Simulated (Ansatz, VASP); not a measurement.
# One calculation of Cu, two programs

```
CELL_PARAMETERS angstrom
2.51960 0.00000 0.00000
0.00000 3.56325 0.00000
0.00000 0.00000 21.03920
ATOMIC_POSITIONS crystal
Cu 0.00000 0.00000 0.38421
Cu 0.50000 0.50000 0.43849
Cu 0.00000 0.00000 0.50000
Cu 0.50000 0.50000 0.56151
Cu 0.00000 0.00000 0.61579
```

Alike in both runs: functional PBEsol; k mesh 16 × 12 × 1; occupations fermi-dirac, width 0.1 eV; no spin polarisation.

Ansatz relaxed the structure, and its values are those at the end. VASP's run is a single point on that final structure, the one shown.

|  | VASP | Ansatz |
| --- | --- | --- |
| version | VASP 6.6.1 | Ansatz 0.2.0 |
| potentials or method | VASP PAW PBE potentials, release 64 (Cu) | PAW with Ansatz's default frozen-core files, scalar-relativistic |
| plane-wave cutoff (eV) | 520 | 420 |
| valence electrons in the cell | 55 | 95 |

Ansatz gave:

```
rms of the force components (eV/Å) : 0.001
```

Question: What did VASP give for the same quantities?

Answer: rms of the force components (eV/Å): 0.014.

VASP's potentials were made for PBE, not for PBEsol. VASP's potentials hold 55 valence electrons a cell and Ansatz's 95, so a difference there can come from the potentials and not from the codes. Ansatz's warnings: stress scf threshold loose, xc potential rough in thin density.
